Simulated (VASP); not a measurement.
# SnSe (zincblende type) (F-43m) in VASP: notebook

SnSe (zincblende type) is run at these levels: LDA; tasks: single point.

Program: VASP 6.6.1. These are calculated values, not measurements. Logs are shortened: lines on timing, memory, paths and dates and some standing lists are left out, and cuts for length are marked.

## 1. The cell of the first run

Symmetry: F-43m, No. 216, cubic system. The conventional cell has a = 5.897 Å, b = 5.897 Å, c = 5.897 Å, α = 90.00°, β = 90.00°, γ = 90.00°. Within 3.4 Å of Sn (site symmetry -43m) lie 4 Se at 2.55 Å. Within 3.4 Å of Se (site symmetry -43m) lie 4 Sn at 2.55 Å.

## 2. Single point, LDA (volume scaled by 0.72)

INCAR reads:

```
SYSTEM = SnSe
  PREC = Accurate
  ENCUT = 520
  EDIFF = 1E-6
  ISMEAR = -1
  SIGMA = 0.08
  LREAL = .False.
  LASPH = .True.
  NELM = 60
  ALGO = Normal
  ISIF = 2
  LWAVE = .False.
  LCHARG = .True.
  LELF = .True.
  LVHAR = .True.
  NBANDS = 17
```

KPOINTS reads:

```
Automatic mesh
0
Gamma
  11 11 11
  0 0 0
```

POSCAR reads:

```
SnSe
1.0
    0.0000000000      2.9482819549      2.9482819549
    2.9482819549      0.0000000000      2.9482819549
    2.9482819549      2.9482819549      0.0000000000
Sn Se
1 1
Direct
    0.0000000000      0.0000000000      0.0000000000
    0.2500000000      0.2500000000      0.2500000000
```

Potentials or basis: VASP PAW LDA potentials, release 64 (Sn_d, Se).

Run with:

```sh
cat potpaw_LDA.64/Sn_d/POTCAR potpaw_LDA.64/Se/POTCAR > POTCAR
mpirun -np 1 vasp_std > vasp.out
```

OUTCAR:

```text
SYSTEM = SnSe
   PREC = Accurate
   ENCUT = 520
   EDIFF = 1E-6
   ISMEAR = -1
   LREAL = .False.
   LASPH = .True.
   NELM = 60
   ISIF = 2

 ion  position               nearest neighbor table
   1  0.000  0.000  0.000-   2 2.55   2 2.55   2 2.55   2 2.55
   2  0.250  0.250  0.250-   1 2.55   1 2.55   1 2.55   1 2.55

  LATTYP: Found a face centered cubic cell.
 ALAT       =     5.8965639098

  Lattice vectors:

 A1 = (   0.0000000000,   2.9482819549,   2.9482819549)
 A2 = (   2.9482819549,   0.0000000000,   2.9482819549)
 A3 = (   2.9482819549,   2.9482819549,   0.0000000000)

Analysis of symmetry for initial positions (statically):
=====================================================================
 Subroutine PRICEL returns:
 Original cell was already a primitive cell.

 Routine SETGRP: Setting up the symmetry group for a
 face centered cubic supercell.

 Subroutine GETGRP returns: Found 24 space group operations
 (whereof 24 operations were pure point group operations)
 out of a pool of 48 trial point group operations.

The static configuration has the point symmetry T_d .

Analysis of symmetry for dynamics (positions and initial velocities):
=====================================================================
 Subroutine PRICEL returns:
 Original cell was already a primitive cell.

 Routine SETGRP: Setting up the symmetry group for a
 face centered cubic supercell.

 Subroutine GETGRP returns: Found 24 space group operations
 (whereof 24 operations were pure point group operations)
 out of a pool of 48 trial point group operations.

The dynamic configuration has the point symmetry T_d .

 Subroutine INISYM returns: Found 24 space group operations
 (whereof 24 operations are pure point group operations),
 and found     1 'primitive' translations

----------------------------------------------------------------------------------------

                                     Primitive cell

  volume of cell :      51.2551

  direct lattice vectors                    reciprocal lattice vectors
     0.000000000  2.948281955  2.948281955    -0.169590293  0.169590293  0.169590293
     2.948281955  0.000000000  2.948281955     0.169590293 -0.169590293  0.169590293
     2.948281955  2.948281955  0.000000000     0.169590293  0.169590293 -0.169590293

  length of vectors
     4.169500326  4.169500326  4.169500326     0.293739004  0.293739004  0.293739004

  position of ions in fractional coordinates (direct lattice)
     0.000000000  0.000000000  0.000000000
     0.250000000  0.250000000  0.250000000

  ion indices of the primitive-cell ions
   primitive index   ion index
                 1           1
                 2           2

----------------------------------------------------------------------------------------

 KPOINTS: Automatic mesh

Automatic generation of k-mesh.
 Grid dimensions read from file:
 generate k-points for:   11   11   11

 Generating k-lattice:

  Cartesian coordinates                     Fractional coordinates (reciprocal lattice)
    -0.015417299  0.015417299  0.015417299     0.090909091  0.000000000  0.000000000
     0.015417299 -0.015417299  0.015417299     0.000000000  0.090909091  0.000000000
     0.015417299  0.015417299 -0.015417299     0.000000000  0.000000000  0.090909091

  Length of vectors
     0.026703546  0.026703546  0.026703546

  Shift w.r.t. Gamma in fractional coordinates (k-lattice)
     0.000000000  0.000000000  0.000000000

 Subroutine IBZKPT returns following result:
 ===========================================

 Found     56 irreducible k-points:

 Following reciprocal coordinates:
            Coordinates               Weight
  0.000000  0.000000  0.000000      1.000000
  0.090909  0.000000  0.000000      8.000000
  0.181818  0.000000  0.000000      8.000000
  0.272727  0.000000  0.000000      8.000000
  0.363636  0.000000  0.000000      8.000000
  0.454545  0.000000  0.000000      8.000000
[... 16 lines left out ...]
 -0.272727  0.181818  0.000000     24.000000
 -0.181818  0.181818  0.000000     12.000000
 [... further k-points ...]
   k-points           NKPTS =     56   k-points in BZ     NKDIM =     56   number of bands    NBANDS=     17
   number of dos      NEDOS =    301   number of ions     NIONS =      2
   total plane-waves  NPLWV =  32768
   dimension x,y,z NGX =    32 NGY =   32 NGZ =   32
   dimension x,y,z NGXF=    64 NGYF=   64 NGZF=   64
   ions per type =               1   1
   NGX,Y,Z   is equivalent  to a cutoff of  12.76, 12.76, 12.76 a.u.
   NGXF,Y,Z  is equivalent  to a cutoff of  25.52, 25.52, 25.52 a.u.
 SYSTEM =  SnSe
   PREC   = accura    normal or accurate (medium, high low for compatibility)
   ISTART =      0    job   : 0-new  1-cont  2-samecut
   ICHARG =      2    charge: 1-file 2-atom 10-const
   ISPIN  =      1    spin polarized calculation?
   LNONCOLLINEAR =      F non collinear calculations
   LSORBIT =      F    spin-orbit coupling
   LASPH  =      T    aspherical Exc in radial PAW
   ENCUT  =  520.0 eV  38.22 Ry    6.18 a.u.   7.75  7.75  7.75*2*pi/ulx,y,z
   NELM   =     60;   NELMIN=  2; NELMDL= -5     # of ELM steps
   EDIFF  = 0.1E-05   stopping-criterion for ELM
   LREAL  =      F    real-space projection
   EDIFFG = 0.1E-04   stopping-criterion for IOM
   NSW    =      0    number of steps for IOM
   IBRION =     -1    ionic relax: 0-MD 1-quasi-New 2-CG
   NFREE  =      0    steps in history (QN), initial steepest desc. (CG)
   ISIF   =      2    stress and relaxation
   ISYM   =      2    0-nonsym 1-usesym 2-fastsym
   POTIM  = 0.5000    time-step for ionic-motion
   TEBEG  =    0.0;   TEEND  =   0.0 temperature during run
   PSTRESS=    0.0 pullay stress
   NELECT =      20.0000    total number of electrons
   NUPDOWN=      -1.0000    fix difference up-down
   EMIN   =  10.00;   EMAX   =-10.00  energy-range for DOS
   EFERMI =   0.00;   METHOD = LEGACY
   ISMEAR =    -1;   SIGMA  =   0.08  broadening in eV -4-tet -1-fermi 0-gaus
   EFERMI_NEDOS =   21; number of points for ismear=-14 and -15
   IALGO  =     38    algorithm
   IMIX   =      4    mixing-type and parameters
     AMIX     =   0.40;   BMIX     =  1.00
     AMIX_MAG =   1.60;   BMIX_MAG =  1.00
  volume/ion in A,a.u.               =      25.63       172.94
  Fermi-wavevector in a.u.,A,eV,Ry     =   1.196297  2.260674 19.471671  1.431127
  Thomas-Fermi vector in A             =   2.332241
   LORBIT       =      0    0 simple, 1 ext, 2 COOP (PROOUT), +10 PAW based schemes
   GGA     = CA    functional components
   LHFCALC =     F    Hartree Fock is set to
   AEXX    =    0.0000 exact exchange contribution
   IVDW    =     0    specifies the selected vdW correction
   LEPSILON=     F    determine dielectric tensor
   LRPA    =     F    only Hartree local field effects (RPA)
 non-spin polarized calculation
  energy-cutoff  :      520.00
  volume of cell :       51.26
 maximum number of plane-waves:      1411
   NGX = 15   NGY = 15   NGZ = 15

 number of electron      19.9999999 magnetization

 Free energy of the ion-electron system (eV)
  ---------------------------------------------------
  ext. energy  EPLUGINS =         0.00000000
  ---------------------------------------------------
  free energy    TOTEN  =        -7.78038693 eV

  energy without entropy =       -7.76781283  energy(sigma->0) =       -7.77409988

 E-fermi :   6.7489     XC(G=0):  -9.9621

 val. band max:        6.6108271250   @ k =  -0.2727   0.3636   0.0909
 cond. band min:       6.8412675802   @ k =   0.3636   0.2727   0.0909
 fundamental gap:      0.2304404552
 Fermi energy:         6.7488718901

 k-point     1 :       0.0000    0.0000    0.0000
  band No.  band energies     occupation
      1     -15.2934      2.00000
      2     -15.2934      2.00000
      3     -15.2934      2.00000
      4     -15.2084      2.00000
      5     -15.2084      2.00000
      6      -9.2623      2.00000
[... 9 lines left out ...]
     16      14.4388      0.00000
     17      15.5882      0.00000

 k-point     2 :       0.0909    0.0000    0.0000
  band No.  band energies     occupation
      1     -15.2963      2.00000
      2     -15.2917      2.00000
      3     -15.2917      2.00000
      4     -15.2083      2.00000
      5     -15.2083      2.00000
      6      -9.1912      2.00000
[... 9 lines left out ...]
     16      13.8913      0.00000
     17      15.1929      0.00000

 k-point     3 :       0.1818    0.0000    0.0000
  band No.  band energies     occupation
      1     -15.3040      2.00000
      2     -15.2875      2.00000
      3     -15.2875      2.00000
      4     -15.2081      2.00000
      5     -15.2081      2.00000
      6      -8.9880      2.00000
[... 9 lines left out ...]
     16      13.3991      0.00000
     17      15.0559      0.00000

 k-point     4 :       0.2727    0.0000    0.0000
  band No.  band energies     occupation
      1     -15.3141      2.00000
      2     -15.2824      2.00000
      3     -15.2824      2.00000
      4     -15.2074      2.00000
      5     -15.2074      2.00000
      6      -8.6875      2.00000
[... 9 lines left out ...]
     16      13.4449      0.00000
     17      16.3314      0.00000

 k-point     5 :       0.3636    0.0000    0.0000
  band No.  band energies     occupation
      1     -15.3235      2.00000
      2     -15.2783      2.00000
      3     -15.2783      2.00000
      4     -15.2062      2.00000
      5     -15.2062      2.00000
      6      -8.3630      2.00000
[... 9 lines left out ...]
     16      14.1034      0.00000
     17      17.0958      0.00000

 k-point     6 :       0.4545    0.0000    0.0000
  band No.  band energies     occupation
      1     -15.3290      2.00000
      2     -15.2761      2.00000
      3     -15.2761      2.00000
      4     -15.2053      2.00000
      5     -15.2053      2.00000
      6      -8.1382      2.00000
[... 9 lines left out ...]
     16      15.1352      0.00000
     17      16.1128      0.00000

 k-point     7 :       0.0909    0.0909    0.0000
  band No.  band energies     occupation
      1     -15.2991      2.00000
      2     -15.2902      2.00000
      3     -15.2902      2.00000
      4     -15.2094      2.00000
      5     -15.2074      2.00000
      6      -9.1675      2.00000
[... 9 lines left out ...]
     16      14.5388      0.00000
     17      15.8580      0.00000

 k-point     8 :       0.1818    0.0909    0.0000
  band No.  band energies     occupation
      1     -15.3060      2.00000
      2     -15.2867      2.00000
      3     -15.2860      2.00000
      4     -15.2102      2.00000
      5     -15.2064      2.00000
      6      -9.0079      2.00000
[... 9 lines left out ...]
     16      14.2425      0.00000
     17      15.5407      0.00000
[... 203 lines left out ...]
      1     -15.3306      2.00000
      2     -15.2736      2.00000
      3     -15.2715      2.00000
      4     -15.2138      2.00000
      5     -15.2024      2.00000
      6      -8.3705      2.00000
[... 9 lines left out ...]
     16      15.1997      0.00000
     17      17.1363      0.00000

 k-point    20 :       0.4545    0.1818    0.0000
  band No.  band energies     occupation
      1     -15.3351      2.00000
      2     -15.2720      2.00000
      3     -15.2689      2.00000
      4     -15.2122      2.00000
      5     -15.2025      2.00000
      6      -8.0906      2.00000
[... 9 lines left out ...]
     16      15.7919      0.00000
     17      16.3192      0.00000

 k-point    21 :      -0.4545    0.1818    0.0000
  band No.  band energies     occupation
      1     -15.3359      2.00000
      2     -15.2719      2.00000
      3     -15.2687      2.00000
      4     -15.2098      2.00000
      5     -15.2041      2.00000
      6      -7.9499      2.00000
[... 9 lines left out ...]
     16      15.2164      0.00000
     17      16.4824      0.00000

 k-point    22 :      -0.3636    0.1818    0.0000
  band No.  band energies     occupation
      1     -15.3329      2.00000
      2     -15.2728      2.00000
      3     -15.2710      2.00000
      4     -15.2074      2.00000
      5     -15.2066      2.00000
      6      -8.0300      2.00000
[... 9 lines left out ...]
     16      15.3130      0.00000
     17      16.8819      0.00000

 k-point    23 :      -0.2727    0.1818    0.0000
  band No.  band energies     occupation
      1     -15.3266      2.00000
      2     -15.2754      2.00000
      3     -15.2748      2.00000
      4     -15.2090      2.00000
      5     -15.2060      2.00000
      6      -8.2822      2.00000
[... 9 lines left out ...]
     16      15.6255      0.00000
     17      16.4370      0.00000

 k-point    24 :      -0.1818    0.1818    0.0000
  band No.  band energies     occupation
      1     -15.3185      2.00000
      2     -15.2809      2.00000
      3     -15.2780      2.00000
      4     -15.2100      2.00000
      5     -15.2057      2.00000
      6      -8.5847      2.00000
[... 9 lines left out ...]
     16      14.9199      0.00000
     17      16.5347      0.00000

 [... further k-points ...]
[... 5 lines left out ...]
  --------------------------------------------------------------------------------------
  -------------------------------------------------------------------------------------
  Total        6.7552316      6.7552316      6.7552316     -0.0000000      0.0000000     -0.0000000
  in kB      211.1610382    211.1610382    211.1610382     -0.0000000      0.0000000     -0.0000000
  external PRESSURE =     211.1610382 kB  Pullay stress =       0.0000000 kB

 VOLUME and BASIS-vectors are now :
 -----------------------------------------------------------------------------
  energy-cutoff  :      520.00
  volume of cell :       51.26
      direct lattice vectors                 reciprocal lattice vectors
     0.000000000  2.948281955  2.948281955    -0.169590293  0.169590293  0.169590293
     2.948281955  0.000000000  2.948281955     0.169590293 -0.169590293  0.169590293
     2.948281955  2.948281955  0.000000000     0.169590293  0.169590293 -0.169590293

 POSITION                                       TOTAL-FORCE (eV/Angst)
 -----------------------------------------------------------------------------------
      0.00000      0.00000      0.00000         0.000000     -0.000000      0.000000
      1.47414      1.47414      1.47414        -0.000000      0.000000     -0.000000
 -----------------------------------------------------------------------------------
    total drift:                               -0.000000     -0.000000     -0.000000

  FREE ENERGIE OF THE ION-ELECTRON SYSTEM (eV)
  ---------------------------------------------------
  free  energy   TOTEN  =        -7.7803869345 eV

  energy  without entropy=       -7.7678128270  energy(sigma->0) =       -7.77409988
```

Run time: 27 s. Hardware: 1 thread of Intel Xeon 6975P-C, shared host; peak memory 0.18 GiB.

Results:

```yaml
Free_energy: -7.7804 eV
Pressure: 21.1 GPa
Band_gap_on_the_k_mesh: zero (band 10 reaches 7.37 eV, above the bottom of band 11 at 6.03 eV)
```

Caveat: spin-orbit coupling is left out, which moves the levels of the heavy elements.

(Part 1 of 2 ends here.)
